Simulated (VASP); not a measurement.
Input of a VASP 6.6.1 run:

File INCAR:

```
SYSTEM = Mo
PREC = Accurate ; ENCUT = 520
EDIFF = 1E-6 ; ISMEAR = 0
SIGMA = 0.15 ; LREAL = .FALSE.
LASPH = .TRUE. ; NELM = 60
ALGO = Fast ; ISIF = 2
LWAVE = .FALSE. ; LCHARG = .TRUE.
GGA = PS ; LELF = .TRUE.
LVHAR = .TRUE. ; NBANDS = 13
```

Contents of KPOINTS:

```
Automatic mesh
0
G
  30 30 26
  0 0 0
```

The input POSCAR:

```
Mo
1.0
    2.5126931491      0.0000000000      0.0000000000
   -1.2563465745      2.1760560990      0.0000000000
    0.0000000000      0.0000000000      2.9684016168
Mo
1
Direct
    0.0000000000      0.0000000000      0.5000000000
```

Potentials or basis: VASP PAW PBE potentials, release 64 (Mo_sv).

Launch:

```console
$ cat potpaw_PBE.64/Mo_sv/POTCAR > POTCAR
$ mpirun -np 1 vasp_std > vasp.out
```

Problem. Predict the band gap on the k mesh.

Solution. Zero (band 7 reaches 13.59 eV, above the bottom of band 8 at 10.77 eV).

Problem. Estimate the pressure.

Solution. 18.1 GPa.

Stress tensor (GPa, compression positive):
```
 37.49   0.00   0.00
  0.00  37.49   0.00
  0.00   0.00 -20.78
```

Caveat: the PAW data sets were made with another functional, which shifts forces and pressure a little.
